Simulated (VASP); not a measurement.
# Si (P6_3/mmc) in VASP: a series of runs

The runs below take Si through relaxation of cell and atoms, single point, with r2SCAN.

Program: VASP 6.6.1. These are calculated values, not measurements. Logs are shortened: lines on timing, memory, paths and dates and some standing lists are left out, and cuts for length are marked.

### 1 The cell of the first run

The structure is hexagonal, space group P6_3/mmc (No. 194). Conventional cell: a = 3.364 Å, b = 3.364 Å, c = 5.679 Å, α = 90.00°, β = 90.00°, γ = 120.00°. Within 2.8 Å of Si (site symmetry 3m) lie 4 Si at 2.08 to 2.09 Å.

This isn't the form of Si at room conditions, which is diamond.

### 2 Relaxation of cell and atoms, r2SCAN, target pressure 90 GPa, at which the enthalpy is minimised

POSCAR

```
Si
1.0
    3.3636733776      0.0000000000      0.0000000000
   -1.6818366888      2.9130265950      0.0000000000
    0.0000000000      0.0000000000      5.6794703568
Si
4
Direct
    0.3333333333      0.6666666667      0.0661949265
    0.6666666667      0.3333333333      0.5661949265
    0.3333333333      0.6666666667      0.4338050735
    0.6666666667      0.3333333333      0.9338050735
```

INCAR.step1

```
  ALGO = Normal
  EDIFF = 1E-4
  ENCUT = 600
  GGA = PE
  ISMEAR = 0
  LASPH = T
  LCHARG = F
  LREAL = F
  LWAVE = T
  NELM = 60
  PREC = Accurate
  SIGMA = 0.1
```

INCAR.step2

```
  ALGO = Normal
  EDIFF = 1E-6
  EDIFFG = -0.008
  ENCUT = 600
  IBRION = 2
  ISIF = 3
  ISMEAR = 0
  ISTART = 1
  LASPH = T
  LCHARG = F
  LMIXTAU = T
  LREAL = F
  LWAVE = F
  METAGGA = R2SCAN
  NELM = 60
  NSW = 70
  PREC = Accurate
  PSTRESS = 900.0
  SIGMA = 0.1
```

KPOINTS

```
k-points
0
Gamma
  12 12 8
```

Potentials or basis: VASP PAW PBE potentials, release 64 (Si).

Command:

```console
> cat potpaw_PBE.64/Si/POTCAR > POTCAR
> cp INCAR.step1 INCAR
> mpirun -np 1 vasp_std > vasp.out
> cp INCAR.step2 INCAR
> mpirun -np 1 vasp_std > vasp.out
```

OUTCAR:

```text
EDIFF = 1E-6
   EDIFFG = -0.008
   ENCUT = 600
   IBRION = 2
   ISIF = 3
   ISMEAR = 0
   ISTART = 1
   LASPH = T
   LREAL = F
   METAGGA = R2SCAN
   NELM = 60
   NSW = 70
   PREC = Accurate
   PSTRESS = 900.0

 ion  position               nearest neighbor table
   1  0.333  0.667  0.066-   4 2.08   4 2.08   4 2.08   3 2.09
   2  0.667  0.333  0.566-   3 2.08   3 2.08   3 2.08   4 2.09
   3  0.333  0.667  0.434-   2 2.08   2 2.08   2 2.08   1 2.09
   4  0.667  0.333  0.934-   1 2.08   1 2.08   1 2.08   2 2.09

  LATTYP: Found a hexagonal cell.
 ALAT       =     3.3636733776
 C/A-ratio  =     1.6884726069

  Lattice vectors:

 A1 = (   3.3636733776,   0.0000000000,   0.0000000000)
 A2 = (  -1.6818366888,   2.9130265950,   0.0000000000)
 A3 = (   0.0000000000,   0.0000000000,   5.6794703568)

Analysis of symmetry for initial positions (statically):
=====================================================================
 Subroutine PRICEL returns:
 Original cell was already a primitive cell.

 Routine SETGRP: Setting up the symmetry group for a
 hexagonal supercell.

 Subroutine GETGRP returns: Found 24 space group operations
 (whereof 12 operations were pure point group operations)
 out of a pool of 24 trial point group operations.

The static configuration has the point symmetry D_3d.
 The point group associated with its full space group is D_6h.

Analysis of symmetry for dynamics (positions and initial velocities):
=====================================================================
 Subroutine PRICEL returns:
 Original cell was already a primitive cell.

 Routine SETGRP: Setting up the symmetry group for a
 hexagonal supercell.

 Subroutine GETGRP returns: Found 24 space group operations
 (whereof 12 operations were pure point group operations)
 out of a pool of 24 trial point group operations.

The dynamic configuration has the point symmetry D_3d.
 The point group associated with its full space group is D_6h.

 Subroutine INISYM returns: Found 24 space group operations
 (whereof 12 operations are pure point group operations),
 and found     1 'primitive' translations

----------------------------------------------------------------------------------------

                                     Primitive cell

  volume of cell :      55.6501

  direct lattice vectors                    reciprocal lattice vectors
     3.363673378  0.000000000  0.000000000     0.297294026  0.171642786  0.000000000
    -1.681836689  2.913026595  0.000000000     0.000000000  0.343285572  0.000000000
     0.000000000  0.000000000  5.679470357     0.000000000  0.000000000  0.176072756

  length of vectors
     3.363673378  3.363673378  5.679470357     0.343285572  0.343285572  0.176072756

  position of ions in fractional coordinates (direct lattice)
     0.333333333  0.666666667  0.066194927
     0.666666667  0.333333333  0.566194927
     0.333333333  0.666666667  0.433805073
     0.666666667  0.333333333  0.933805073

  ion indices of the primitive-cell ions
   primitive index   ion index
                 1           1
                 2           2
                 3           3
                 4           4

----------------------------------------------------------------------------------------

 KPOINTS: k-points

Automatic generation of k-mesh.
 Grid dimensions read from file:
 generate k-points for:   12   12    8

 Generating k-lattice:

  Cartesian coordinates                     Fractional coordinates (reciprocal lattice)
     0.024774502  0.014303565  0.000000000     0.083333333  0.000000000  0.000000000
     0.000000000  0.028607131  0.000000000     0.000000000  0.083333333  0.000000000
     0.000000000  0.000000000  0.022009095     0.000000000  0.000000000  0.125000000

  Length of vectors
     0.028607131  0.028607131  0.022009095

  Shift w.r.t. Gamma in fractional coordinates (k-lattice)
     0.000000000  0.000000000  0.000000000

 Subroutine IBZKPT returns following result:
 ===========================================

 Found     95 irreducible k-points:

 Following reciprocal coordinates:
            Coordinates               Weight
  0.000000  0.000000  0.000000      1.000000
  0.083333 -0.000000  0.000000      6.000000
  0.166667  0.000000  0.000000      6.000000
  0.250000  0.000000  0.000000      6.000000
  0.333333  0.000000  0.000000      6.000000
  0.416667 -0.000000  0.000000      6.000000
[... 16 lines left out ...]
  0.250000  0.000000  0.125000     12.000000
  0.333333  0.000000  0.125000     12.000000
 [... further k-points ...]
   k-points           NKPTS =     95   k-points in BZ     NKDIM =     95   number of bands    NBANDS=     12
   number of dos      NEDOS =    301   number of ions     NIONS =      4
   total plane-waves  NPLWV =  37632
   dimension x,y,z NGX =    28 NGY =   28 NGZ =   48
   dimension x,y,z NGXF=    56 NGYF=   56 NGZF=   96
   ions per type =               4
   NGX,Y,Z   is equivalent  to a cutoff of  13.84, 13.84, 14.05 a.u.
   NGXF,Y,Z  is equivalent  to a cutoff of  27.68, 27.68, 28.10 a.u.
 SYSTEM =  unknown system
   PREC   = accura    normal or accurate (medium, high low for compatibility)
   ISTART =      1    job   : 0-new  1-cont  2-samecut
   ICHARG =      0    charge: 1-file 2-atom 10-const
   ISPIN  =      1    spin polarized calculation?
   LNONCOLLINEAR =      F non collinear calculations
   LSORBIT =      F    spin-orbit coupling
   LASPH  =      T    aspherical Exc in radial PAW
   ENCUT  =  600.0 eV  44.10 Ry    6.64 a.u.   6.72  6.72 11.34*2*pi/ulx,y,z
   NELM   =     60;   NELMIN=  2; NELMDL=  0     # of ELM steps
   EDIFF  = 0.1E-05   stopping-criterion for ELM
   LREAL  =      F    real-space projection
   EDIFFG = -.8E-02   stopping-criterion for IOM
   NSW    =     70    number of steps for IOM
   IBRION =      2    ionic relax: 0-MD 1-quasi-New 2-CG
   NFREE  =      1    steps in history (QN), initial steepest desc. (CG)
   ISIF   =      3    stress and relaxation
   ISYM   =      2    0-nonsym 1-usesym 2-fastsym
   POTIM  = 0.5000    time-step for ionic-motion
   TEBEG  =    0.0;   TEEND  =   0.0 temperature during run
   PSTRESS=  900.0 pullay stress
   NELECT =      16.0000    total number of electrons
   NUPDOWN=      -1.0000    fix difference up-down
   EMIN   =  10.00;   EMAX   =-10.00  energy-range for DOS
   EFERMI =   0.00;   METHOD = LEGACY
   ISMEAR =     0;   SIGMA  =   0.10  broadening in eV -4-tet -1-fermi 0-gaus
   EFERMI_NEDOS =   21; number of points for ismear=-14 and -15
   IALGO  =     38    algorithm
   IMIX   =      4    mixing-type and parameters
     AMIX     =   0.40;   BMIX     =  1.00
     AMIX_MAG =   1.60;   BMIX_MAG =  1.00
  volume/ion in A,a.u.               =      13.91        93.89
  Fermi-wavevector in a.u.,A,eV,Ry     =   1.080503  2.041855 15.884632  1.167488
  Thomas-Fermi vector in A             =   2.216496
   LORBIT       =      0    0 simple, 1 ext, 2 COOP (PROOUT), +10 PAW based schemes
   METAGGA = R2SCAN    functional components
   LHFCALC =     F    Hartree Fock is set to
   AEXX    =    0.0000 exact exchange contribution
   IVDW    =     0    specifies the selected vdW correction
   LEPSILON=     F    determine dielectric tensor
   LRPA    =     F    only Hartree local field effects (RPA)
 conjugate gradient relaxation of ions
 non-spin polarized calculation
 Gauss-broadening in eV      SIGMA  =   0.10
  energy-cutoff  :      600.00
  volume of cell :       55.65
 maximum number of plane-waves:      1882
 NGX is ok and might be reduce to    28
   NGX = 13   NGY = 13   NGZ = 23

--------------------------------------- Ionic step        1  -------------------------------------------

 number of electron      16.0000000 magnetization

 Free energy of the ion-electron system (eV)
  ---------------------------------------------------
  ext. energy  EPLUGINS =         0.00000000
  ---------------------------------------------------
  free energy    TOTEN  =       -30.79458189 eV

  energy without entropy =      -30.79315103  energy(sigma->0) =      -30.79386646

------------------------ aborting loop because EDIFF is reached ----------------------------------------

  FORCE on cell =-STRESS in cart. coord.  units (eV):
  Direction    XX          YY          ZZ          XY          YZ          ZX
  --------------------------------------------------------------------------------------
  -------------------------------------------------------------------------------------
  Total       25.5396022     25.5396022     25.9579688      0.0000000      0.0000000      0.0000000
  in kB      735.2899090    735.2899090    747.3347610      0.0000000      0.0000000      0.0000000
  external PRESSURE =    -160.6951404 kB  Pullay stress =     900.0000000 kB
[... 103 lines left out ...]
  energy  without entropy=      -29.6398725188  energy(sigma->0) =      -29.64088205

  enthalpy is  TOTEN    =         0.3406711183 eV   P V=       29.9825627076

[... ionic steps 4 to 13 ...]

--------------------------------------- Ionic step       14  -------------------------------------------

 number of electron      15.9999999 magnetization

------------------------ aborting loop because EDIFF is reached ----------------------------------------
[... 75 lines left out ...]
--------------------------------------- Ionic step       16  -------------------------------------------

 number of electron      15.9999999 magnetization

 Free energy of the ion-electron system (eV)
  ---------------------------------------------------
  ext. energy  EPLUGINS =         0.00000000
  ---------------------------------------------------
  free energy    TOTEN  =       -29.33672111 eV

  energy without entropy =      -29.33433921  energy(sigma->0) =      -29.33553016

 E-fermi :  11.1346     XC(G=0): -11.6615

 val. band max:       11.1113940515   @ k =   0.4167   0.1667   0.0000
 cond. band min:      11.1424421363   @ k =   0.1667   0.0000   0.0000
 fundamental gap:      0.0310480848
 Fermi energy:        11.1346280887

 k-point     1 :       0.0000    0.0000    0.0000
  band No.  band energies     occupation
      1      -5.2167      2.00000
      2      -1.9789      2.00000
      3       0.5053      2.00000
      4       9.4480      2.00000
      5      10.0219      2.00000
      6      10.0219      2.00000
      7      12.1092      0.00000
      8      12.1092      0.00000
      9      12.7248      0.00000
     10      13.6846      0.00000
     11      13.6846      0.00000
     12      14.8077      0.00000
[... 331 lines left out ...]
 k-point    24 :       0.3333    0.0000    0.1250
  band No.  band energies     occupation
      1      -3.1646      2.00000
      2      -0.3497      2.00000
      3       2.1848      2.00000
      4       3.7698      2.00000
      5       5.6463      2.00000
      6       7.8121      2.00000
      7       7.8841      2.00000
      8       9.8502      2.00000
      9      11.8465      0.00000
     10      12.6742      0.00000
     11      13.9753      0.00000
     12      14.7155      0.00000

 [... further k-points ...]
[... 5 lines left out ...]
  --------------------------------------------------------------------------------------
  -------------------------------------------------------------------------------------
  Total       29.6310074     29.6310074     29.6448254      0.0000000     -0.0000000     -0.0000000
  in kB      899.7410241    899.7410239    900.1606068      0.0000000     -0.0000000     -0.0000000
  external PRESSURE =      -0.1191151 kB  Pullay stress =     900.0000000 kB
[... 23 lines left out ...]
  energy  without entropy=      -29.3343392092  energy(sigma->0) =      -29.33553016

  enthalpy is  TOTEN    =         0.3028150965 eV   P V=       29.6395362056

 reached required accuracy - stopping structural energy minimisation
```

It took 17 min on 1 thread of Intel Xeon 6975P-C (Granite Rapids), shared host; peak memory 0.23 GiB.

Results:

```yaml
Free_energy: -29.3367 eV
Relaxed_volume: 13.19 Å³/atom
Relaxed_cell: a = 3.240 Å, b = 3.240 Å, c = 5.804 Å, α = 90.00°, β = 90.00°, γ = 120.00°
Space_group_after_relaxing_to_0.1_Å: P6_3/mmc (No. 194)
Energy_change_on_relaxing_the_run_minimises_the_enthalpy: +364.5 meV/atom
Ionic_steps: 16
Pressure_after_relaxing: 90.0 GPa
Largest_force_after_relaxing: 0.004 eV/Å
Band_gap_on_the_k_mesh: zero (bands 8 and 9 overlap by 2.21 eV)
```

Forces in eV/Å, atoms in the order of the input:
```
Si   0.000  0.000  0.004
Si   0.000  0.000  0.004
Si   0.000  0.000 -0.004
Si   0.000  0.000 -0.004
```

Step by step:
```
step  energy change (eV)  largest force (eV/Å)  pressure (GPa)  volume (Å³)
   1              0.0000                0.1303           73.93        55.65
   2              7.5541                0.5423          169.27        45.15
   3              1.1527                0.2098           88.97        53.37
   4              1.2344                0.2146           90.02        53.23
   5              1.2612                0.2163           90.36        53.18
   6              1.2802                0.0251           90.28        53.13
   7              1.3638                0.6747           89.97        52.97
   8              1.3260                0.3846           90.06        53.03
   9              1.3285                0.3582           90.01        53.02
  10              1.3378                0.2860           89.86        52.99
  11              1.3649                0.1494           89.50        52.93
  12              1.4483                0.1387           88.39        52.79
  13              1.3945                0.0370           89.06        52.88
  14              1.3926                0.0448           89.10        52.88
  15              1.4245                0.0208           89.53        52.82
  16              1.4579                0.0042           89.99        52.76
```

Final structure:
```
Si
1.0
     3.23990    0.00000    0.00000
    -1.61995    2.80584    0.00000
     0.00000    0.00000    5.80424
Si
4
Direct
  0.33333 0.66667 0.07378
  0.66667 0.33333 0.57378
  0.33333 0.66667 0.42622
  0.66667 0.33333 0.92622
```

Caveat: the cell is relaxed towards a set pressure, so the run minimises the enthalpy, not the energy; the PAW data sets were made with another functional, which shifts forces and pressure a little.

(Part 1 of 2 ends here.)

The gap in the log of VASP goes by the Fermi energy; the results here count the filled bands.